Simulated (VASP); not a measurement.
Runs of VASP 6.6.1 on TiAl. The structure is that of space group R-3m (No. 166), or close to it. The cells are those of the table. 

| cell | further INCAR settings | gap on the mesh (eV) | pressure (GPa) |
| --- | --- | --- | --- |
| a = 3.469 Å, angles 109.5°, 2 atoms | ALGO = Fast; EDIFF = 1e-06; NBANDS = 14 | none | 71.2 |
| a = 3.343 Å, angles 105.7°, 2 atoms | ALGO = Fast; EDIFF = 1e-06; NBANDS = 14 | none | (a) |
| a = 3.256 Å, angles 101.4°, 2 atoms | ALGO = Fast; EDIFF = 1e-06; NBANDS = 14 | none | 15.0 |
| a = 3.269 Å, angles 75.7°, 2 atoms | ALGO = Fast; EDIFF = 1e-07; NBANDS = 14 | none | 5.8 |

Alike in all rows: task single point; level PBEsol; potentials or basis VASP PAW PBE potentials, release 64 (Ti_sv, Al); no spin polarisation; k mesh 16 × 16 × 16; cutoff (eV) 520; smearing gaussian 0.15 eV.

Estimate the missing entries.

(a) 38.1.

Caveats: the PAW data sets were made with another functional, which shifts forces and pressure a little.

A gap of «none» marks levels without a gap at the run's occupations.
